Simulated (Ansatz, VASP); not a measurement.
MgCd3Se4: VASP beside Ansatz

```
Mg Cd Se
1.0
     6.34007    0.00000    0.00000
     0.00000    6.34007    0.00000
     0.00000    0.00000    6.34007
Mg Cd Se
1 3 4
Direct
  0.50000 0.50000 0.50000
  0.00000 0.50000 0.50000
  0.50000 0.00000 0.50000
  0.50000 0.50000 0.00000
  0.26106 0.26106 0.26106
  0.26106 0.73894 0.73894
  0.73894 0.73894 0.26106
  0.73894 0.26106 0.73894
```

Change from the starting cell: species swapped into the VCu3Se4 type (P-43m, No. 215).

Alike in both runs: functional PBE; k mesh 2 × 2 × 2; occupations gaussian, width 0.15 eV; no spin polarisation.

Ansatz relaxed the structure, and its values are those at the end. VASP's run is a single point on that final structure, the one shown.

```csv
,VASP,Ansatz
version,VASP 6.6.1,Ansatz 0.2.0
potentials or method,"VASP PAW PBE potentials, release 64 (Mg, Cd, Se), cutoff 600 eV","scalar-relativistic, plane waves, PAW"
valence electrons in the cell,62,134
```

```csv
,VASP,Ansatz,Ansatz less VASP
gap on the k mesh at the Fermi level (eV),1.09,1.10,+0.006
least direct gap on the mesh (eV),1.09,1.10,+0.006
pressure (GPa),0.5,0.4,-0.14
rms of the force components (eV/Å),0.034,0.025,-0.0088
```

VASP's potentials hold 62 valence electrons a cell and Ansatz's 134, so a difference there can come from the potentials and not from the codes.

The k mesh is coarse, so the values compare programs but aren't converged.
